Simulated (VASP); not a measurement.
## SiC: single point with r2SCAN

SiC:

```
CELL_PARAMETERS angstrom
0.00000 2.00262 2.00262
2.00262 0.00000 2.00262
2.00262 2.00262 0.00000
ATOMIC_POSITIONS crystal
C 0.00000 0.00000 0.00000
Si 0.50000 0.50000 0.50000
```

```json
{"Program": "VASP 6.6.1", "Task": "single point", "Functional": "r2SCAN", "Potentials or basis": "VASP PAW PBE potentials, release 64 (C, Si)", "Cutoff": "520 eV", "k mesh": "18 × 18 × 18", "Occupations": "gaussian, width 0.05 eV", "Spin": "no spin polarisation"}
```

- Pressure: 4.7 GPa
- Band gap on the k mesh: zero (band 4 reaches 12.97 eV, above the bottom of band 5 at 12.43 eV)

Levels at points of the mesh, in eV from the Fermi level:
```tsv
k point	band 1	band 2	band 3	band 4	band 5	band 6	band 7	band 8
(0.00, 0.00, 0.00)	-19.84	-0.01	-0.01	-0.01	8.74	9.40	9.40	9.40
(0.50, 0.00, 0.00)	-14.41	-12.28	-1.25	-1.25	5.80	5.80	6.66	10.97
(0.50, 0.50, 0.00)	-12.49	-10.55	-4.70	-4.70	-0.51	2.81	16.48	16.48
```

Run time: 3.4 min on 1 thread of Intel Xeon 8259CL, with other jobs on the host, peak memory 0.16 GiB.

Caveat: the PAW data sets were made with another functional, which shifts forces and pressure a little.
